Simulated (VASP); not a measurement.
# Zr (P6_3/mmc) in VASP: notebook

Runs on Zr. Level: PBE. Tasks: single point.

Everything below comes from runs of VASP 6.6.1. Logs are shortened: lines on timing, memory, paths and dates and some standing lists are left out, and cuts for length are marked.

## 1. The cell of the first run

The structure is hexagonal, space group P6_3/mmc (No. 194). The conventional cell has a = 3.232 Å, b = 3.232 Å, c = 5.170 Å, α = 90.00°, β = 90.00°, γ = 120.00°. Within 4.2 Å of Zr (site symmetry -6m2) lie 12 Zr at 3.19 to 3.23 Å.

## 2. Single point, PBE

The input, INCAR:

```
  ALGO = Fast
  EDIFF = 1E-6
  ENCUT = 520
  GGA = PE
  ISIF = 2
  ISMEAR = 0
  LASPH = True
  LCHARG = False
  LREAL = False
  LWAVE = False
  NBANDS = 19
  NELM = 100
  PREC = Accurate
  SIGMA = 0.1
```

The input, KPOINTS:

```
k-points
0
Gamma
  15 15 8
```

The input, POSCAR:

```
Zr
1.0
    3.2318908719      0.0000000000      0.0000000000
   -1.6159454360      2.7988995974      0.0000000000
    0.0000000000      0.0000000000      5.1700808457
Zr
2
Direct
    0.3333333333      0.6666666667      0.2500000000
    0.6666666667      0.3333333333      0.7500000000
```

Potentials or basis: VASP PAW PBE potentials, release 64 (Zr_sv).

On the command line:

```bash
> cat potpaw_PBE.64/Zr_sv/POTCAR > POTCAR
> mpirun -np 1 vasp_std > vasp.out
```

OUTCAR:

```text
EDIFF = 1E-6
   ENCUT = 520
   GGA = PE
   ISIF = 2
   ISMEAR = 0
   LASPH = True
   LREAL = False
   NELM = 100
   PREC = Accurate

 ion  position               nearest neighbor table
   1  0.333  0.667  0.250-   2 3.19   2 3.19   2 3.19   2 3.19   2 3.19   2 3.19
   2  0.667  0.333  0.750-   1 3.19   1 3.19   1 3.19   1 3.19   1 3.19   1 3.19

  LATTYP: Found a hexagonal cell.
 ALAT       =     3.2318908719
 C/A-ratio  =     1.5997077410

  Lattice vectors:

 A1 = (   3.2318908719,   0.0000000000,   0.0000000000)
 A2 = (  -1.6159454360,   2.7988995974,   0.0000000000)
 A3 = (   0.0000000000,   0.0000000000,   5.1700808457)

Analysis of symmetry for initial positions (statically):
=====================================================================
 Subroutine PRICEL returns:
 Original cell was already a primitive cell.

 Routine SETGRP: Setting up the symmetry group for a
 hexagonal supercell.

 Subroutine GETGRP returns: Found 24 space group operations
 (whereof 12 operations were pure point group operations)
 out of a pool of 24 trial point group operations.

The static configuration has the point symmetry D_3d.
 The point group associated with its full space group is D_6h.

Analysis of symmetry for dynamics (positions and initial velocities):
=====================================================================
 Subroutine PRICEL returns:
 Original cell was already a primitive cell.

 Routine SETGRP: Setting up the symmetry group for a
 hexagonal supercell.

 Subroutine GETGRP returns: Found 24 space group operations
 (whereof 12 operations were pure point group operations)
 out of a pool of 24 trial point group operations.

The dynamic configuration has the point symmetry D_3d.
 The point group associated with its full space group is D_6h.

 Subroutine INISYM returns: Found 24 space group operations
 (whereof 12 operations are pure point group operations),
 and found     1 'primitive' translations

----------------------------------------------------------------------------------------

                                     Primitive cell

  volume of cell :      46.7672

  direct lattice vectors                    reciprocal lattice vectors
     3.231890872  0.000000000  0.000000000     0.309416388  0.178641635  0.000000000
    -1.615945436  2.798899597  0.000000000     0.000000000  0.357283270  0.000000000
     0.000000000  0.000000000  5.170080846     0.000000000  0.000000000  0.193420573

  length of vectors
     3.231890872  3.231890872  5.170080846     0.357283270  0.357283270  0.193420573

  position of ions in fractional coordinates (direct lattice)
     0.333333333  0.666666667  0.250000000
     0.666666667  0.333333333  0.750000000

  ion indices of the primitive-cell ions
   primitive index   ion index
                 1           1
                 2           2

----------------------------------------------------------------------------------------

 KPOINTS: k-points

Automatic generation of k-mesh.
 Grid dimensions read from file:
 generate k-points for:   15   15    8

 Generating k-lattice:

  Cartesian coordinates                     Fractional coordinates (reciprocal lattice)
     0.020627759  0.011909442  0.000000000     0.066666667  0.000000000  0.000000000
     0.000000000  0.023818885  0.000000000     0.000000000  0.066666667  0.000000000
     0.000000000  0.000000000  0.024177572     0.000000000  0.000000000  0.125000000

  Length of vectors
     0.023818885  0.023818885  0.024177572

  Shift w.r.t. Gamma in fractional coordinates (k-lattice)
     0.000000000  0.000000000  0.000000000

 Subroutine IBZKPT returns following result:
 ===========================================

 Found    135 irreducible k-points:

 Following reciprocal coordinates:
            Coordinates               Weight
  0.000000  0.000000  0.000000      1.000000
  0.066667 -0.000000  0.000000      6.000000
  0.133333  0.000000  0.000000      6.000000
  0.200000 -0.000000  0.000000      6.000000
  0.266667  0.000000  0.000000      6.000000
  0.333333  0.000000  0.000000      6.000000
[... 16 lines left out ...]
  0.333333  0.200000  0.000000     12.000000
  0.400000  0.200000  0.000000      6.000000
 [... further k-points ...]
   k-points           NKPTS =    135   k-points in BZ     NKDIM =    135   number of bands    NBANDS=     19
   number of dos      NEDOS =    301   number of ions     NIONS =      2
   total plane-waves  NPLWV =  23040
   dimension x,y,z NGX =    24 NGY =   24 NGZ =   40
   dimension x,y,z NGXF=    48 NGYF=   48 NGZF=   80
   ions per type =               2
   NGX,Y,Z   is equivalent  to a cutoff of  12.35, 12.35, 12.86 a.u.
   NGXF,Y,Z  is equivalent  to a cutoff of  24.69, 24.69, 25.72 a.u.
 SYSTEM =  unknown system
   PREC   = accura    normal or accurate (medium, high low for compatibility)
   ISTART =      0    job   : 0-new  1-cont  2-samecut
   ICHARG =      2    charge: 1-file 2-atom 10-const
   ISPIN  =      1    spin polarized calculation?
   LNONCOLLINEAR =      F non collinear calculations
   LSORBIT =      F    spin-orbit coupling
   LASPH  =      T    aspherical Exc in radial PAW
   ENCUT  =  520.0 eV  38.22 Ry    6.18 a.u.   6.01  6.01  9.61*2*pi/ulx,y,z
   NELM   =    100;   NELMIN=  2; NELMDL= -5     # of ELM steps
   EDIFF  = 0.1E-05   stopping-criterion for ELM
   LREAL  =      F    real-space projection
   EDIFFG = 0.1E-04   stopping-criterion for IOM
   NSW    =      0    number of steps for IOM
   IBRION =     -1    ionic relax: 0-MD 1-quasi-New 2-CG
   NFREE  =      0    steps in history (QN), initial steepest desc. (CG)
   ISIF   =      2    stress and relaxation
   ISYM   =      2    0-nonsym 1-usesym 2-fastsym
   POTIM  = 0.5000    time-step for ionic-motion
   TEBEG  =    0.0;   TEEND  =   0.0 temperature during run
   PSTRESS=    0.0 pullay stress
   NELECT =      24.0000    total number of electrons
   NUPDOWN=      -1.0000    fix difference up-down
   EMIN   =  10.00;   EMAX   =-10.00  energy-range for DOS
   EFERMI =   0.00;   METHOD = LEGACY
   ISMEAR =     0;   SIGMA  =   0.10  broadening in eV -4-tet -1-fermi 0-gaus
   EFERMI_NEDOS =   21; number of points for ismear=-14 and -15
   IALGO  =     68    algorithm
   IMIX   =      4    mixing-type and parameters
     AMIX     =   0.40;   BMIX     =  1.00
     AMIX_MAG =   1.60;   BMIX_MAG =  1.00
  volume/ion in A,a.u.               =      23.38       157.80
  Fermi-wavevector in a.u.,A,eV,Ry     =   1.310684  2.476834 23.373361  1.717894
  Thomas-Fermi vector in A             =   2.441198
   LORBIT       =      0    0 simple, 1 ext, 2 COOP (PROOUT), +10 PAW based schemes
   GGA     = PE    functional components
   LHFCALC =     F    Hartree Fock is set to
   AEXX    =    0.0000 exact exchange contribution
   IVDW    =     0    specifies the selected vdW correction
   LEPSILON=     F    determine dielectric tensor
   LRPA    =     F    only Hartree local field effects (RPA)
 non-spin polarized calculation
 RMM-DIIS sequential band-by-band and
 Gauss-broadening in eV      SIGMA  =   0.10
  energy-cutoff  :      520.00
  volume of cell :       46.77
 maximum number of plane-waves:      1284
   NGX = 13   NGY = 13   NGZ = 19

 number of electron      24.0000001 magnetization

 Free energy of the ion-electron system (eV)
  ---------------------------------------------------
  ext. energy  EPLUGINS =         0.00000000
  ---------------------------------------------------
  free energy    TOTEN  =       -17.04598931 eV

  energy without entropy =      -17.03607353  energy(sigma->0) =      -17.04103142

 E-fermi :   8.9655     XC(G=0): -11.0620

 val. band max:        8.9634998370   @ k =   0.1333   0.0000   0.1250
 cond. band min:       8.9673701170   @ k =   0.2667   0.2000   0.5000
 fundamental gap:      0.0038702800
 Fermi energy:         8.9654953556

 k-point     1 :       0.0000    0.0000    0.0000
  band No.  band energies     occupation
      1     -39.8997      2.00000
      2     -39.7506      2.00000
      3     -18.4121      2.00000
      4     -17.5519      2.00000
      5     -17.5519      2.00000
      6     -17.4285      2.00000
[... 11 lines left out ...]
     18      11.1042      0.00000
     19      13.3615      0.00000

 k-point     2 :       0.0667   -0.0000    0.0000
  band No.  band energies     occupation
      1     -39.8947      2.00000
      2     -39.7485      2.00000
      3     -18.3987      2.00000
      4     -17.5821      2.00000
      5     -17.5618      2.00000
      6     -17.4469      2.00000
[... 11 lines left out ...]
     18      10.9939      0.00000
     19      13.4425      0.00000

 k-point     3 :       0.1333    0.0000    0.0000
  band No.  band energies     occupation
      1     -39.8803      2.00000
      2     -39.7425      2.00000
      3     -18.3596      2.00000
      4     -17.6672      2.00000
      5     -17.5890      2.00000
      6     -17.5339      2.00000
[... 11 lines left out ...]
     18      10.9219      0.00000
     19      13.6288      0.00000

 k-point     4 :       0.2000   -0.0000    0.0000
  band No.  band energies     occupation
      1     -39.8586      2.00000
      2     -39.7343      2.00000
      3     -18.2983      2.00000
      4     -17.7926      2.00000
      5     -17.6581      2.00000
      6     -17.6275      2.00000
[... 11 lines left out ...]
     18      11.4308      0.00000
     19      13.8289      0.00000

 k-point     5 :       0.2667    0.0000    0.0000
  band No.  band energies     occupation
      1     -39.8324      2.00000
      2     -39.7259      2.00000
      3     -18.2205      2.00000
      4     -17.9362      2.00000
      5     -17.7954      2.00000
      6     -17.6702      2.00000
[... 11 lines left out ...]
     18      12.0914      0.00000
     19      13.9914      0.00000
[... 334 lines left out ...]
      2     -39.7183      2.00000
      3     -18.1120      2.00000
      4     -17.9993      2.00000
      5     -17.9791      2.00000
      6     -17.7213      2.00000
[... 11 lines left out ...]
     18      13.5685      0.00000
     19      13.8107      0.00000

 k-point    22 :       0.2667    0.2000    0.0000
  band No.  band energies     occupation
      1     -39.7762      2.00000
      2     -39.7163      2.00000
      3     -18.0893      2.00000
      4     -18.0304      2.00000
      5     -18.0108      2.00000
      6     -17.7897      2.00000
[... 11 lines left out ...]
     18      13.7812      0.00000
     19      14.4307      0.00000

 k-point    23 :       0.3333    0.2000    0.0000
  band No.  band energies     occupation
      1     -39.7580      2.00000
      2     -39.7178      2.00000
      3     -18.1501      2.00000
      4     -18.0149      2.00000
      5     -17.9562      2.00000
      6     -17.8549      2.00000
[... 11 lines left out ...]
     18      13.7595      0.00000
     19      15.1173      0.00000

 k-point    24 :       0.4000    0.2000    0.0000
  band No.  band energies     occupation
      1     -39.7501      2.00000
      2     -39.7198      2.00000
      3     -18.1713      2.00000
      4     -18.0097      2.00000
      5     -17.9201      2.00000
      6     -17.8852      2.00000
[... 11 lines left out ...]
     18      13.7578      0.00000
     19      15.3365      0.00000

 [... further k-points ...]
[... 5 lines left out ...]
  --------------------------------------------------------------------------------------
  -------------------------------------------------------------------------------------
  Total        0.0022907      0.0022907      0.0069616     -0.0000000      0.0000000      0.0000000
  in kB        0.0784746      0.0784746      0.2384943     -0.0000000      0.0000000      0.0000000
  external PRESSURE =       0.1318145 kB  Pullay stress =       0.0000000 kB

 VOLUME and BASIS-vectors are now :
 -----------------------------------------------------------------------------
  energy-cutoff  :      520.00
  volume of cell :       46.77
      direct lattice vectors                 reciprocal lattice vectors
     3.231890872  0.000000000  0.000000000     0.309416388  0.178641635  0.000000000
    -1.615945436  2.798899597  0.000000000     0.000000000  0.357283270  0.000000000
     0.000000000  0.000000000  5.170080846     0.000000000  0.000000000  0.193420573

 POSITION                                       TOTAL-FORCE (eV/Angst)
 -----------------------------------------------------------------------------------
     -0.00000      1.86593      1.29252         0.000000     -0.000000      0.000000
      1.61595      0.93297      3.87756        -0.000000      0.000000      0.000000
 -----------------------------------------------------------------------------------
    total drift:                               -0.000000      0.000000     -0.000000

  FREE ENERGIE OF THE ION-ELECTRON SYSTEM (eV)
  ---------------------------------------------------
  free  energy   TOTEN  =       -17.0459893078 eV

  energy  without entropy=      -17.0360735346  energy(sigma->0) =      -17.04103142
```

Run time: 2.2 min. Hardware: 1 thread of Intel Xeon Platinum 8259CL at 2.50GHz (Skylake/Cascade Lake), shared host; peak memory 0.22 GiB.

What came out:

| Item | Value |
| --- | --- |
| Free energy | -17.0460 eV |
| Pressure | 0.0 GPa |
| Band gap on the k mesh | zero (band 12 reaches 9.82 eV, above the bottom of band 13 at 8.64 eV) |

Levels at points of the mesh, in eV from the Fermi level:
```tsv
k point	band 9	band 10	band 11	band 12	band 13	band 14	band 15	band 16
(0.00, 0.00, 0.00)	-5.67	-3.04	0.85	0.85	0.95	1.10	1.53	1.53
(0.00, 0.00, 0.50)	-3.98	-3.98	0.00	0.00	0.76	0.76	0.76	0.76
```

## 3. Single point, PBE (biaxial strain in the a-b plane: +1.5 %, then relaxed in part)

The input, INCAR:

```
SYSTEM = Zr
PREC = Accurate ; ENCUT = 520
EDIFF = 1E-6 ; ISMEAR = 0
SIGMA = 0.1 ; LREAL = .FALSE.
LASPH = .TRUE. ; NELM = 80
ALGO = Normal ; ISIF = 2
LWAVE = .FALSE. ; LCHARG = .FALSE.
GGA = PE ; NBANDS = 19
```

The input, KPOINTS:

```
regular mesh
0
G
  15 15 8
  0 0 0
```

The input, POSCAR:

```
Zr
1.0
    3.2803692350      0.0000000000      0.0000000000
   -1.6401846175      2.8408830913      0.0000000000
    0.0000000000      0.0000000000      5.1132384690
Zr
2
Direct
    0.3333333333      0.6666666667      0.2500000000
    0.6666666667      0.3333333333      0.7500000000
```

Potentials or basis: VASP PAW PBE potentials, release 64 (Zr_sv).

On the command line:

```bash
> cat potpaw_PBE.64/Zr_sv/POTCAR > POTCAR
> mpirun -np 1 vasp_std > vasp.out
```

It took 66 s on 1 thread of Intel Xeon Platinum 8259CL at 2.50GHz (Skylake/Cascade Lake), shared host; peak memory 0.22 GiB.

Results (log left out):

```yaml
Free_energy: -17.0362 eV
Pressure: -1.5 GPa
Band_gap_on_the_k_mesh: zero (band 12 reaches 9.67 eV, above the bottom of band 13 at 8.48 eV)
```

Stress tensor (GPa, compression positive):
```
-2.29  0.00  0.00
 0.00 -2.29  0.00
 0.00  0.00  0.01
```

Levels at points of the mesh, in eV from the Fermi level:
```
           k point  band 8  band 9  band 10  band 11  band 12  band 13  band 14  band 15  band 16  band 17
(0.00, 0.00, 0.00)  -26.45   -5.64    -2.99     0.79     0.79     1.15     1.23     1.51     1.51     1.91
(0.00, 0.00, 0.50)  -26.54   -3.92    -3.92     0.11     0.11     0.66     0.66     0.66     0.66     3.82
```

Caveat: the cell differs from its parent crystal (biaxial strain in the a-b plane: +1.5 %, then relaxed in part).

## 4. Single point, PBE (biaxial strain in the a-b plane: +1.5 %)

The input, INCAR:

```
PREC = Accurate ; ENCUT = 520
EDIFF = 1E-7 ; ISMEAR = 0
SIGMA = 0.1 ; LREAL = False
LASPH = True ; NELM = 60
ALGO = Normal ; ISIF = 2
LWAVE = False ; LCHARG = False
GGA = PE ; NBANDS = 19
```

The input, KPOINTS:

```
Automatic mesh
0
Gamma
  15 15 8
```

Edit POSCAR of step 3 so:

```diff
@@ -4,3 +4,3 @@
    -1.6401846175      2.8408830913      0.0000000000
-    0.0000000000      0.0000000000      5.1132384690
+    0.0000000000      0.0000000000      5.1235501181
 Zr
```

On the command line:

```bash
> cat potpaw_PBE.64/Zr_sv/POTCAR > POTCAR
> mpirun -np 1 vasp_std > vasp.out
```

Wall time 66 s (1 thread of Intel Xeon Platinum 8259CL at 2.50GHz (Skylake/Cascade Lake), shared host); peak memory 0.22 GiB.

It converged, with:

| Property | Result |
| --- | --- |
| Free energy | -17.0361 eV |
| Pressure | -1.7 GPa |
| Band gap on the k mesh | zero (band 12 reaches 9.65 eV, above the bottom of band 13 at 8.45 eV) |

Stress tensor (GPa, compression positive):
```
-2.41  0.00  0.00
 0.00 -2.41  0.00
 0.00  0.00 -0.33
```

Levels at points of the mesh, in eV from the Fermi level:
```tsv
k point	band 9	band 10	band 11	band 12	band 13	band 14	band 15	band 16
(0.00, 0.00, 0.00)	-5.64	-2.98	0.80	0.80	1.13	1.21	1.51	1.51
(0.00, 0.00, 0.50)	-3.92	-3.92	0.10	0.10	0.67	0.67	0.67	0.67
```

Caveat: the cell differs from its parent crystal (biaxial strain in the a-b plane: +1.5 %).

## 5. Summary

```tsv
cell	gap on the mesh (eV)	pressure (GPa)
a = 3.232, b = 3.232, c = 5.170 Å, angles 90.0, 90.0, 120.0°, 2 atoms	none	0.0
a = 3.280, b = 3.280, c = 5.113 Å, angles 90.0, 90.0, 120.0°, 2 atoms	none	-1.5
a = 3.280, b = 3.280, c = 5.124 Å, angles 90.0, 90.0, 120.0°, 2 atoms	none	-1.7
```

Alike in all rows: task single point; level PBE; potentials or basis VASP PAW PBE potentials, release 64 (Zr_sv); no spin polarisation; k mesh 15 × 15 × 8; cutoff (eV) 520; smearing gaussian 0.1 eV.

Total energies depend on the potentials used, so only differences within one code and one set of settings carry meaning.
